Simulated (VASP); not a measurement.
A run of VASP 6.6.1:

The input INCAR:

```
ALGO     = Normal         # electronic algorithm
EDIFF    = 1E-6           # SCF threshold, eV
ENCUT    = 500            # plane-wave cutoff, eV
GGA      = PS             # functional
GGA_COMPAT= F            
ISIF     = 2              # what is computed and relaxed
ISMEAR   = 0              # smearing method
LASPH    = T              # aspherical terms in the spheres
LCHARG   = F              # write CHGCAR
LREAL    = F              # projectors in reciprocal space
LWAVE    = F              # write WAVECAR
NBANDS   = 16             # bands
NELM     = 120            # most SCF steps
PREC     = Accurate       # precision mode
SIGMA    = 0.01           # smearing width, eV
```

File KPOINTS:

```
k-points
0
Gamma
  8 8 8
```

File POSCAR:

```
ZnS
1.0
    2.6911584495      2.6911584495      0.0000000000
   -2.6911584495      2.6911584495      0.0000000000
    0.0000000000      2.6911584495      2.6625668710
Zn S
1 1
Direct
    0.7500000000      0.2500000000      0.5000000000
    0.0000000000      0.0000000000      0.0000000000
```

Potentials or basis: VASP PAW PBE potentials, release 64 (Zn, S).

The run is started by

```sh
$ cat potpaw_PBE.64/Zn/POTCAR potpaw_PBE.64/S/POTCAR > POTCAR
$ mpirun -np 1 vasp_std > vasp.out
```

Hardware: 1 thread of Intel(R) Xeon(R) Platinum 8488C (Sapphire Rapids), on a shared host.

How long does it take, and how much memory?

Wall time 23 s on 1 thread of Intel(R) Xeon(R) Platinum 8488C (Sapphire Rapids), with other jobs on the host, peak memory 0.17 GiB. Counts: scf iterations 12, k points 59.
